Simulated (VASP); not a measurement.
# TiB2 (P6/mmm) in VASP: further runs

TiB2 is run at these levels: HSE06, r2SCAN-based global hybrid with 15 % exact exchange, PBE; tasks: single point.

Program: VASP 6.6.1. These are calculated values, not measurements. Logs are shortened: lines on timing, memory, paths and dates and some standing lists are left out, and cuts for length are marked.

## Step 1: The cell of the first run

Symmetry: P6/mmm, No. 191, hexagonal system. Conventional cell: a = 3.019 Å, b = 3.019 Å, c = 3.193 Å, α = 90.00°, β = 90.00°, γ = 120.00°. Within 3.2 Å of Ti (site symmetry 6/mmm) lie 12 B at 2.36 Å and 8 Ti at 3.02 to 3.19 Å. B (site symmetry -6m2) has 3 B at 1.74 Å and 6 Ti at 2.36 Å within 2.4 Å.

## Step 2: Single point, HSE06

The input, POSCAR:

```
TiB2
1.0
    3.0187758637      0.0000000000      0.0000000000
   -1.5093879319      2.6143365863      0.0000000000
    0.0000000000      0.0000000000      3.1927873100
Ti B
1 2
Direct
    0.0000000000      0.0000000000      0.0000000000
    0.6666666667      0.3333333333      0.5000000000
    0.3333333333      0.6666666667      0.5000000000
```

The input, INCAR.step1:

```
ALGO = Normal ; EDIFF = 1E-5
ENCUT = 520 ; GGA = PE
ISIF = 2 ; ISMEAR = -1
LASPH = T ; LCHARG = F
LREAL = F ; LWAVE = T
NBANDS = 16 ; NELM = 80
PREC = Accurate ; SIGMA = 0.05
```

The input, INCAR.step2:

```
ALGO = Normal ; EDIFF = 1E-6
ENCUT = 520 ; GGA = PE
HFSCREEN = 0.2079 ; ISIF = 2
ISMEAR = -1 ; ISTART = 1
LASPH = T ; LCHARG = F
LHFCALC = T ; LREAL = F
LWAVE = F ; NBANDS = 16
NELM = 80 ; PREC = Accurate
PRECFOCK = Normal ; SIGMA = 0.05
```

The input, KPOINTS:

```
k-points
0
Gamma
  6 6 6
```

Potentials or basis: VASP PAW PBE potentials, release 64 (Ti_sv, B).

Launch:

```console
$ cat potpaw_PBE.64/Ti_sv/POTCAR potpaw_PBE.64/B/POTCAR > POTCAR
$ cp INCAR.step1 INCAR
$ mpirun -np 1 vasp_std > vasp.out
$ cp INCAR.step2 INCAR
$ mpirun -np 1 vasp_std > vasp.out
```

OUTCAR:

```text
EDIFF = 1E-6
   ENCUT = 520
   GGA = PE
   HFSCREEN = 0.2079
   ISIF = 2
   ISMEAR = -1
   ISTART = 1
   LASPH = T
   LHFCALC = T
   LREAL = F
   NELM = 80
   PREC = Accurate
   PRECFOCK = Normal

 ion  position               nearest neighbor table
   1  0.000  0.000  0.000-   2 2.36   3 2.36   2 2.36   3 2.36   2 2.36   2 2.36   3 2.36   3 2.36
                             2 2.36   2 2.36   3 2.36   3 2.36
   2  0.667  0.333  0.500-   3 1.74   3 1.74   3 1.74   1 2.36   1 2.36   1 2.36   1 2.36   1 2.36
                             1 2.36
   3  0.333  0.667  0.500-   2 1.74   2 1.74   2 1.74   1 2.36   1 2.36   1 2.36   1 2.36   1 2.36
                             1 2.36

  LATTYP: Found a hexagonal cell.
 ALAT       =     3.0187758637
 C/A-ratio  =     1.0576430494

  Lattice vectors:

 A1 = (   3.0187758637,   0.0000000000,   0.0000000000)
 A2 = (  -1.5093879319,   2.6143365863,   0.0000000000)
 A3 = (   0.0000000000,   0.0000000000,   3.1927873100)

Analysis of symmetry for initial positions (statically):
=====================================================================
 Subroutine PRICEL returns:
 Original cell was already a primitive cell.

 Routine SETGRP: Setting up the symmetry group for a
 hexagonal supercell.

 Subroutine GETGRP returns: Found 24 space group operations
 (whereof 24 operations were pure point group operations)
 out of a pool of 24 trial point group operations.

The static configuration has the point symmetry D_6h.

Analysis of symmetry for dynamics (positions and initial velocities):
=====================================================================
 Subroutine PRICEL returns:
 Original cell was already a primitive cell.

 Routine SETGRP: Setting up the symmetry group for a
 hexagonal supercell.

 Subroutine GETGRP returns: Found 24 space group operations
 (whereof 24 operations were pure point group operations)
 out of a pool of 24 trial point group operations.

The dynamic configuration has the point symmetry D_6h.

 Subroutine INISYM returns: Found 24 space group operations
 (whereof 24 operations are pure point group operations),
 and found     1 'primitive' translations

----------------------------------------------------------------------------------------

                                     Primitive cell

  volume of cell :      25.1978

  direct lattice vectors                    reciprocal lattice vectors
     3.018775864  0.000000000  0.000000000     0.331260102  0.191253109  0.000000000
    -1.509387932  2.614336586  0.000000000     0.000000000  0.382506218  0.000000000
     0.000000000  0.000000000  3.192787310     0.000000000  0.000000000  0.313205955

  length of vectors
     3.018775864  3.018775864  3.192787310     0.382506218  0.382506218  0.313205955

  position of ions in fractional coordinates (direct lattice)
     0.000000000  0.000000000  0.000000000
     0.666666667  0.333333333  0.500000000
     0.333333333  0.666666667  0.500000000

  ion indices of the primitive-cell ions
   primitive index   ion index
                 1           1
                 2           2
                 3           3

----------------------------------------------------------------------------------------

 KPOINTS: k-points

Automatic generation of k-mesh.
 Grid dimensions read from file:
 generate k-points for:    6    6    6

 Generating k-lattice:

  Cartesian coordinates                     Fractional coordinates (reciprocal lattice)
     0.055210017  0.031875518  0.000000000     0.166666667 -0.000000000  0.000000000
     0.000000000  0.063751036  0.000000000     0.000000000  0.166666667  0.000000000
     0.000000000  0.000000000  0.052200993     0.000000000  0.000000000  0.166666667

  Length of vectors
     0.063751036  0.063751036  0.052200993

  Shift w.r.t. Gamma in fractional coordinates (k-lattice)
     0.000000000  0.000000000  0.000000000

 Subroutine IBZKPT returns following result:
 ===========================================

 Found     28 irreducible k-points:

 Following reciprocal coordinates:
            Coordinates               Weight
  0.000000  0.000000  0.000000      1.000000
  0.166667  0.000000  0.000000      6.000000
  0.333333  0.000000  0.000000      6.000000
  0.500000  0.000000  0.000000      3.000000
  0.166667  0.166667  0.000000      6.000000
  0.333333  0.166667  0.000000     12.000000
[... 16 lines left out ...]
  0.166667  0.000000  0.500000      6.000000
  0.333333  0.000000  0.500000      6.000000
 [... further k-points ...]
   k-points           NKPTS =     28   k-points in BZ     NKDIM =    216   number of bands    NBANDS=     16
   number of dos      NEDOS =    301   number of ions     NIONS =      3
   total plane-waves  NPLWV =  13824
   dimension x,y,z NGX =    24 NGY =   24 NGZ =   24
   dimension x,y,z NGXF=    48 NGYF=   48 NGZF=   48
   ions per type =               1   2
   NGX,Y,Z   is equivalent  to a cutoff of  13.22, 13.22, 12.50 a.u.
   NGXF,Y,Z  is equivalent  to a cutoff of  26.43, 26.43, 24.99 a.u.
 SYSTEM =  unknown system
   PREC   = accura    normal or accurate (medium, high low for compatibility)
   ISTART =      1    job   : 0-new  1-cont  2-samecut
   ICHARG =      0    charge: 1-file 2-atom 10-const
   ISPIN  =      1    spin polarized calculation?
   LNONCOLLINEAR =      F non collinear calculations
   LSORBIT =      F    spin-orbit coupling
   LASPH  =      T    aspherical Exc in radial PAW
   ENCUT  =  520.0 eV  38.22 Ry    6.18 a.u.   5.61  5.61  5.94*2*pi/ulx,y,z
   NELM   =     80;   NELMIN=  2; NELMDL=  0     # of ELM steps
   EDIFF  = 0.1E-05   stopping-criterion for ELM
   LREAL  =      F    real-space projection
   EDIFFG = 0.1E-04   stopping-criterion for IOM
   NSW    =      0    number of steps for IOM
   IBRION =     -1    ionic relax: 0-MD 1-quasi-New 2-CG
   NFREE  =      0    steps in history (QN), initial steepest desc. (CG)
   ISIF   =      2    stress and relaxation
   ISYM   =      3    0-nonsym 1-usesym 2-fastsym
   POTIM  = 0.5000    time-step for ionic-motion
   TEBEG  =    0.0;   TEEND  =   0.0 temperature during run
   PSTRESS=    0.0 pullay stress
   NELECT =      18.0000    total number of electrons
   NUPDOWN=      -1.0000    fix difference up-down
   EMIN   =  10.00;   EMAX   =-10.00  energy-range for DOS
   EFERMI =   0.00;   METHOD = LEGACY
   ISMEAR =    -1;   SIGMA  =   0.05  broadening in eV -4-tet -1-fermi 0-gaus
   EFERMI_NEDOS =   21; number of points for ismear=-14 and -15
   IALGO  =     38    algorithm
   IMIX   =      1    mixing-type and parameters
     AMIX     =   0.40;   BMIX     =  1.00
     AMIX_MAG =   1.60;   BMIX_MAG =  1.00
  volume/ion in A,a.u.               =       8.40        56.68
  Fermi-wavevector in a.u.,A,eV,Ry     =   1.463451  2.765522 29.139449  2.141689
  Thomas-Fermi vector in A             =   2.579544
   LORBIT       =      0    0 simple, 1 ext, 2 COOP (PROOUT), +10 PAW based schemes
   GGA     = PE    functional components
   LHFCALC =     T    Hartree Fock is set to
   PRECFOCK=normal    Normal, Fast or Accurate (Low or Medium for compatibility)
   ENCUT4O =  -1.0   cutoff for four orbital integrals eV
   NKREDX  =     1    reduce k-point grid by
   NKREDY  =     1    reduce k-point grid by
   NKREDZ  =     1    reduce k-point grid by
   AEXX    =    0.2500 exact exchange contribution
   HFSCREEN=    0.2079 screening length (either q_TF or 0.3 A-1)
   HFSCREENC=   0.2079 screening length for correlation (either q_TF or 0.3 A-1)
   ENCUTFOCK=  -1.0 apply spherical cutoff to Coloumb kernel
   IVDW    =     0    specifies the selected vdW correction
   LEPSILON=     F    determine dielectric tensor
   LRPA    =     F    only Hartree local field effects (RPA)
 non-spin polarized calculation
  energy-cutoff  :      520.00
  volume of cell :       25.20
 maximum number of plane-waves:       696
 NGX is ok and might be reduce to    24
  NGX = 18; NGY = 18; NGZ = 18

 number of electron      17.9999998 magnetization

 Free energy of the ion-electron system (eV)
  ---------------------------------------------------
  ext. energy  EPLUGINS =         0.00000000
  ---------------------------------------------------
  free energy    TOTEN  =       -27.72593085 eV

  energy without entropy =      -27.72006934  energy(sigma->0) =      -27.72300009

 E-fermi :  10.1086     XC(G=0): -10.4875

 val. band max:        9.9975485042   @ k =   0.1667   0.1667   0.1667
 cond. band min:      10.1394683944   @ k =   0.1667   0.1667   0.1667
 fundamental gap:      0.1419198901
 Fermi energy:        10.1085882819

 k-point     1 :       0.0000    0.0000    0.0000
  band No.  band energies     occupation
      1     -51.5389      2.00000
      2     -26.2822      2.00000
      3     -25.9161      2.00000
      4     -25.9161      2.00000
      5      -5.3108      2.00000
      6       7.0252      2.00000
[... 8 lines left out ...]
     15      16.6283      0.00000
     16      17.8640      0.00000

 k-point     2 :       0.1667    0.0000    0.0000
  band No.  band energies     occupation
      1     -51.5232      2.00000
      2     -26.2591      2.00000
      3     -26.0397      2.00000
      4     -25.9437      2.00000
      5      -4.7174      2.00000
      6       5.4373      2.00000
[... 8 lines left out ...]
     15      19.4115      0.00000
     16      19.6571      0.00000

 k-point     3 :       0.3333    0.0000    0.0000
  band No.  band energies     occupation
      1     -51.4916      2.00000
      2     -26.2784      2.00000
      3     -26.2136      2.00000
      4     -25.9980      2.00000
      5      -3.0582      2.00000
      6       2.4041      2.00000
[... 8 lines left out ...]
     15      18.5655      0.00000
     16      20.3534      0.00000
[... 362 lines left out ...]
 k-point    23 :       0.1667    0.0000    0.5000
  band No.  band energies     occupation
      1     -51.5053      2.00000
      2     -26.5037      2.00000
      3     -26.0138      2.00000
      4     -25.9202      2.00000
      5      -2.7964      2.00000
      6       2.0277      2.00000
[... 8 lines left out ...]
     15      20.3338      0.00000
     16      22.5381      0.00000

 k-point    24 :       0.3333    0.0000    0.5000
  band No.  band energies     occupation
      1     -51.4735      2.00000
      2     -26.4458      2.00000
      3     -26.2454      2.00000
      4     -25.9678      2.00000
      5      -1.9433      2.00000
      6       3.1898      2.00000
[... 8 lines left out ...]
     15      18.2426      0.00000
     16      24.1726      0.00000

 [... further k-points ...]

------------------------ aborting loop because EDIFF is reached ----------------------------------------

  FORCE on cell =-STRESS in cart. coord.  units (eV):
  Direction    XX          YY          ZZ          XY          YZ          ZX
  --------------------------------------------------------------------------------------
  -------------------------------------------------------------------------------------
  Total       -0.0017841     -0.0017841      0.0002037      0.0000000      0.0000000      0.0000000
  in kB       -0.1134401     -0.1134401      0.0129551      0.0000000      0.0000000      0.0000000
  external PRESSURE =      -0.0713083 kB  Pullay stress =       0.0000000 kB

 VOLUME and BASIS-vectors are now :
 -----------------------------------------------------------------------------
  energy-cutoff  :      520.00
  volume of cell :       25.20
      direct lattice vectors                 reciprocal lattice vectors
     3.018775864  0.000000000  0.000000000     0.331260102  0.191253109  0.000000000
    -1.509387932  2.614336586  0.000000000     0.000000000  0.382506218  0.000000000
     0.000000000  0.000000000  3.192787310     0.000000000  0.000000000  0.313205955

 POSITION                                       TOTAL-FORCE (eV/Angst)
 -----------------------------------------------------------------------------------
      0.00000      0.00000      0.00000         0.000000      0.000000     -0.000000
      1.50939      0.87145      1.59639        -0.000000      0.000000      0.000000
     -0.00000      1.74289      1.59639         0.000000     -0.000000     -0.000000
 -----------------------------------------------------------------------------------
    total drift:                               -0.000000      0.000000     -0.000000

  FREE ENERGIE OF THE ION-ELECTRON SYSTEM (eV)
  ---------------------------------------------------
  free  energy   TOTEN  =       -27.7259308454 eV

  energy  without entropy=      -27.7200693390  energy(sigma->0) =      -27.72300009
```

It took 50 min on 1 thread of AMD EPYC 7R43 (Zen 3), shared host; peak memory 0.22 GiB.

What came out:

| Property | Result |
| --- | --- |
| Free energy | -27.7259 eV |
| Pressure | 0.0 GPa |
| Band gap on the k mesh | zero (bands 9 and 10 overlap by 0.57 eV) |

Levels at points of the mesh, in eV from the Fermi level:
| k point | band 5 | band 6 | band 7 | band 8 | band 9 | band 10 | band 11 | band 12 | band 13 | band 14 |
| --- | --- | --- | --- | --- | --- | --- | --- | --- | --- | --- |
| (0.00, 0.00, 0.00) | -15.42 | -3.08 | -3.08 | -2.65 | -2.32 | 2.77 | 2.77 | 4.74 | 4.74 | 6.52 |
| (0.50, 0.00, 0.00) | -10.76 | -10.63 | -3.82 | -3.62 | -2.53 | 2.09 | 3.72 | 4.03 | 4.27 | 8.27 |
| (0.00, 0.00, 0.50) | -13.19 | -8.84 | -0.65 | -0.65 | 0.16 | 0.16 | 0.86 | 0.86 | 2.61 | 7.39 |
| (0.50, 0.00, 0.50) | -11.19 | -8.64 | -5.38 | -4.49 | -3.80 | 3.58 | 3.94 | 5.76 | 5.85 | 6.11 |

Caveat: the k points lie up to 0.40 Å⁻¹ apart, too coarse for converged energies and pressures of a metal; the PAW data sets were made with another functional, which shifts forces and pressure a little.

## Step 3: Single point, r2SCAN-based global hybrid with 15 % exact exchange

This run uses another cell than the first one, of 8.55 Å³/atom.

The input, POSCAR:

```
TiB2
1.0
    3.0292000000      0.0000000000      0.0000000000
   -1.5146000000      2.6233641531      0.0000000000
    0.0000000000      0.0000000000      3.2284000000
Ti B
1 2
Direct
    0.0000000000      0.0000000000      0.0000000000
    0.6666666667      0.3333333333      0.5000000000
    0.3333333333      0.6666666667      0.5000000000
```

The input, INCAR.step1:

```
PREC = Accurate
ENCUT = 520
EDIFF = 1E-5
ISMEAR = -1
SIGMA = 0.05
LREAL = False
LASPH = True
NELM = 80
ALGO = Normal
ISIF = 2
LWAVE = True
LCHARG = False
NBANDS = 16
GGA = PE
```

The input, INCAR.step2:

```
PREC = Accurate
ENCUT = 520
EDIFF = 1E-7
ISMEAR = -1
SIGMA = 0.05
LREAL = False
LASPH = True
NELM = 80
ALGO = Normal
ISIF = 2
LWAVE = False
LCHARG = False
METAGGA = R2SCAN
LHFCALC = True
AEXX = 0.15
LMIXTAU = True
PRECFOCK = Normal
NBANDS = 16
ISTART = 1
```

The input, KPOINTS:

```
Automatic mesh
0
Gamma
  6 6 5
```

Potentials or basis: VASP PAW PBE potentials, release 64 (Ti_sv, B).

Launch:

```console
$ cat potpaw_PBE.64/Ti_sv/POTCAR potpaw_PBE.64/B/POTCAR > POTCAR
$ cp INCAR.step1 INCAR
$ mpirun -np 1 vasp_std > vasp.out
$ cp INCAR.step2 INCAR
$ mpirun -np 1 vasp_std > vasp.out
```

OUTCAR:

```text
PREC = Accurate
   ENCUT = 520
   EDIFF = 1E-7
   ISMEAR = -1
   LREAL = False
   LASPH = True
   NELM = 80
   ISIF = 2
   METAGGA = R2SCAN
   LHFCALC = True
   AEXX = 0.15
   PRECFOCK = Normal
   ISTART = 1

 ion  position               nearest neighbor table
   1  0.000  0.000  0.000-   2 2.38   3 2.38   2 2.38   3 2.38   3 2.38   3 2.38   2 2.38   2 2.38
                             2 2.38   2 2.38   3 2.38   3 2.38
   2  0.667  0.333  0.500-   3 1.75   3 1.75   3 1.75   1 2.38   1 2.38   1 2.38   1 2.38   1 2.38
                             1 2.38
   3  0.333  0.667  0.500-   2 1.75   2 1.75   2 1.75   1 2.38   1 2.38   1 2.38   1 2.38   1 2.38
                             1 2.38

  LATTYP: Found a hexagonal cell.
 ALAT       =     3.0292000000
 C/A-ratio  =     1.0657599366

  Lattice vectors:

 A1 = (   3.0292000000,   0.0000000000,   0.0000000000)
 A2 = (  -1.5146000000,   2.6233641531,   0.0000000000)
 A3 = (   0.0000000000,   0.0000000000,   3.2284000000)

Analysis of symmetry for initial positions (statically):
=====================================================================
 Subroutine PRICEL returns:
[... 178 lines left out ...]

 val. band max:        9.9965704287   @ k =   0.0000   0.0000   0.2000
 cond. band min:      10.3410921044   @ k =   0.3333   0.1667   0.0000
 fundamental gap:      0.3445216757
 Fermi energy:        10.2521139182

 k-point     1 :       0.0000    0.0000    0.0000
  band No.  band energies     occupation
      1     -51.9460      2.00000
      2     -26.5031      2.00000
      3     -26.1358      2.00000
      4     -26.1358      2.00000
      5      -5.5324      2.00000
      6       6.8754      2.00000
[... 376 lines left out ...]
      3     -26.4224      2.00000
      4     -26.4224      2.00000
      5       0.0430      2.00000
      6       0.0430      2.00000
[... 8 lines left out ...]
     15      18.2487      0.00000
     16      22.7779      0.00000

------------------------ aborting loop because EDIFF is reached ----------------------------------------

  FORCE on cell =-STRESS in cart. coord.  units (eV):
  Direction    XX          YY          ZZ          XY          YZ          ZX
  --------------------------------------------------------------------------------------
  -------------------------------------------------------------------------------------
  Total       -0.4415938     -0.4415938     -0.6394752      0.0000000      0.0000000      0.0000000
  in kB      -27.5778056    -27.5778056    -39.9356170      0.0000000      0.0000000      0.0000000
  external PRESSURE =     -31.6970761 kB  Pullay stress =       0.0000000 kB

 VOLUME and BASIS-vectors are now :
 -----------------------------------------------------------------------------
  energy-cutoff  :      520.00
  volume of cell :       25.66
      direct lattice vectors                 reciprocal lattice vectors
     3.029200000  0.000000000  0.000000000     0.330120164  0.190594965  0.000000000
    -1.514600000  2.623364153  0.000000000     0.000000000  0.381189931  0.000000000
     0.000000000  0.000000000  3.228400000     0.000000000  0.000000000  0.309750960

 POSITION                                       TOTAL-FORCE (eV/Angst)
 -----------------------------------------------------------------------------------
      0.00000      0.00000      0.00000        -0.000000      0.000000      0.000000
      1.51460      0.87445      1.61420        -0.000000     -0.000000      0.000000
     -0.00000      1.74891      1.61420         0.000000      0.000000      0.000000
 -----------------------------------------------------------------------------------
    total drift:                               -0.000000      0.000000     -0.000000

  FREE ENERGIE OF THE ION-ELECTRON SYSTEM (eV)
  ---------------------------------------------------
  free  energy   TOTEN  =       -32.9890451513 eV

  energy  without entropy=      -32.9854812381  energy(sigma->0) =      -32.98726319
```

OUTCAR.step1:

```text
PREC = Accurate
   ENCUT = 520
   EDIFF = 1E-5
   ISMEAR = -1
   LREAL = False
   LASPH = True
[... 621 lines left out ...]
      0.00000      0.00000      0.00000         0.000000      0.000000      0.000000
      1.51460      0.87445      1.61420        -0.000000      0.000000     -0.000000
     -0.00000      1.74891      1.61420         0.000000     -0.000000      0.000000
 -----------------------------------------------------------------------------------
    total drift:                               -0.000000      0.000000      0.000000

  FREE ENERGIE OF THE ION-ELECTRON SYSTEM (eV)
  ---------------------------------------------------
  free  energy   TOTEN  =       -24.3924833873 eV

  energy  without entropy=      -24.3862766309  energy(sigma->0) =      -24.38938001
```

Wall time 43 min (1 thread of AMD EPYC 7R13 (Zen 3), shared host); peak memory 0.13 GiB.

What came out:

- Free energy: -32.9890 eV
- Pressure: -3.2 GPa
- Band gap on the k mesh: zero (bands 9 and 10 overlap by 0.09 eV)

Caveat: the k points lie up to 0.40 Å⁻¹ apart; the PAW data sets were made with another functional, which shifts forces and pressure a little.

(Continued in part 2 of 2.)
